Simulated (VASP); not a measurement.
Wanted: the native input for a VASP 6.6.1 run.

| Item | Value |
| --- | --- |
| Task | single point |
| Functional | r2SCAN |
| Potentials or basis | VASP PAW PBE potentials, release 64 (Al) |
| Cutoff | 520 eV |
| k mesh | 11 × 11 × 6 |
| Occupations | fermi-dirac, width 0.05 eV |
| Spin | no spin polarisation |
| Dipole correction | no |
| Further INCAR settings | ALGO = Normal; EDIFF = 1e-06; NBANDS = 10 |

Crystal: Al.

```
Al
1.0
     2.84947    0.00000    0.00000
    -1.42473    2.46771    0.00000
     0.00000    0.00000    4.93089
Al
2
Direct
  0.33333 0.66667 0.25000
  0.66667 0.33333 0.75000
```

These files were run (other wordings do the same):

POSCAR

```
Al
1.0
    2.8494655872      0.0000000000      0.0000000000
   -1.4247327935      2.4677095857      0.0000000000
    0.0000000000      0.0000000000      4.9308948445
Al
2
Direct
    0.3333333333      0.6666666667      0.2500000000
    0.6666666667      0.3333333333      0.7500000000
```

INCAR.step1

```
ALGO = Normal
EDIFF = 1E-4
ENCUT = 520
GGA = PE
ISMEAR = -1
LASPH = T
LCHARG = F
LREAL = F
LWAVE = T
NBANDS = 10
NELM = 60
PREC = Accurate
SIGMA = 0.05
```

INCAR.step2

```
ALGO = Normal
EDIFF = 1E-6
ENCUT = 520
ISIF = 2
ISMEAR = -1
ISTART = 1
LASPH = T
LCHARG = F
LMIXTAU = T
LREAL = F
LWAVE = F
METAGGA = R2SCAN
NBANDS = 10
NELM = 60
PREC = Accurate
SIGMA = 0.05
```

KPOINTS

```
k-points
0
Gamma
  11 11 6
```

Potentials or basis: VASP PAW PBE potentials, release 64 (Al).

The run is started by

```console
$ cat potpaw_PBE.64/Al/POTCAR > POTCAR
$ cp INCAR.step1 INCAR
$ mpirun -np 1 vasp_std > vasp.out
$ cp INCAR.step2 INCAR
$ mpirun -np 1 vasp_std > vasp.out
```

Results of the run:

- Pressure: -5.8 GPa
- Band gap on the k mesh: zero (band 3 reaches 11.11 eV, above the bottom of band 4 at 4.50 eV)

Caveat: the PAW data sets were made with another functional, which shifts forces and pressure a little.

Run time: 53 s on 1 thread of Intel(R) Xeon(R) Platinum 8175M CPU @ 2.50GHz (Skylake/Cascade Lake) (shared host), peak memory 0.16 GiB.
